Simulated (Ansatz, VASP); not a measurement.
# Two plane-wave programs on CuRe12

```xyz
13
Lattice="5.5200 0.0000 0.0000 -4.1400 7.1707 0.0000 0.0000 0.0000 4.4574" Properties=species:S:1:pos:R:3 pbc="T T T"
Re    0.0455   -0.0102   -0.0568
Re    0.1664    1.3993    2.1815
Re   -0.8192    2.7637   -0.4736
Re   -1.5146    3.9080    1.9664
Re   -2.7791    4.6642   -0.1021
Re   -2.8064    6.2233    2.2036
Re    2.6082   -0.3921    0.0080
Re    2.5915    1.4842    2.8315
Re    1.5360    2.4487    0.3151
Re    1.2941    3.9514    2.3520
Re    0.1180    4.8950    0.0983
Re   -0.0459    6.2999    2.2863
Cu    3.6982    1.3617    0.8923
```

Alike in both runs: functional PBE; dispersion D3(BJ); k mesh 4 × 3 × 4; occupations fermi-dirac, width 0.1 eV; no spin polarisation.

Ansatz relaxed the structure, and its values are those at the end. VASP's run is a single point on that final structure, the one shown.

|  | VASP | Ansatz |
| --- | --- | --- |
| version | VASP 6.6.1 | Ansatz 0.2.0 |
| potentials or method | VASP PAW PBE potentials, release 64 (Re, Cu), cutoff 520 eV | scalar-relativistic, plane waves, PAW |
| valence electrons in the cell | 95 | 199 |

|  | VASP | Ansatz | Ansatz less VASP |
| --- | --- | --- | --- |
| rms of the force components (eV/Å) | 0.045 | 0.010 | -0.0351 |

VASP's potentials hold 95 valence electrons a cell and Ansatz's 199, so a difference there can come from the potentials and not from the codes.

Neither program's run includes spin-orbit coupling.
